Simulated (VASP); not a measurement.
Runs of VASP 6.6.1 on TiTe2. The structure is that of space group P-3m1 (No. 164), or close to it. The cells are those of the table. 

| task | level | potentials or basis | cell | cutoff (eV) | gap on the mesh (eV) | pressure (GPa) | relaxed volume (Å³/atom) | largest force (eV/Å) |
| --- | --- | --- | --- | --- | --- | --- | --- | --- |
| single point | revPBE+D3(BJ) | VASP PAW PBE potentials, release 64 (Ti_sv, Te) | a = 3.666, b = 3.666, c = 6.242 Å, angles 90.0, 90.0, 120.0°, 3 atoms | 520 | none | 0.0 | - | 0.01 |
| relaxation of cell and atoms | r2SCAN | VASP PAW PBE potentials, release 64 (Ti_sv, Te) | relaxed from a = 3.777, b = 3.777, c = 6.498 Å, angles 90.0, 90.0, 120.0°, 3 atoms | 600 | none | 0.0 | 28.20 | - |
| relaxation of cell and atoms | LDA | VASP PAW LDA potentials, release 64 (Ti_sv, Te) | relaxed from a = 3.777, b = 3.777, c = 6.498 Å, angles 90.0, 90.0, 120.0°, 3 atoms | 600 | none | 0.0 | (a) | 0.01 |
| single point | LDA | VASP PAW LDA potentials, release 64 (Ti_sv, Te) | a = 3.676, b = 3.676, c = 6.302 Å, angles 90.0, 90.0, 120.0°, 3 atoms | 520 | none | 0.1 | - | 0.03 |
| single point | r2SCAN | VASP PAW PBE potentials, release 64 (Ti_sv, Te) | a = 3.821, b = 3.821, c = 6.706 Å, angles 90.0, 90.0, 120.0°, 3 atoms | 520 | none | 0.1 | - | 0.02 |
| relaxation of cell and atoms | revPBE+D3(BJ) | VASP PAW PBE potentials, release 64 (Ti_sv, Te) | relaxed from a = 3.777, b = 3.777, c = 6.498 Å, angles 90.0, 90.0, 120.0°, 3 atoms | 600 | none | 0.0 | (b) | 0.01 |

Alike in all rows: no spin polarisation; k mesh 8 × 8 × 4; smearing methfessel-paxton 0.1 eV.

Problem. Estimate the missing entries.

Solution. (a) 24.55; (b) 24.21.

Caveats: spin-orbit coupling is left out, which moves the levels of the heavy elements; the PAW data sets were made with another functional, which shifts forces and pressure a little (some runs); pairwise dispersion overbinds metals, which lowers pressure and volume (some runs).

A k mesh can miss the band edges, and the runs leave out spin-orbit coupling on Te.

A gap of «none» marks levels without a gap at the run's occupations.
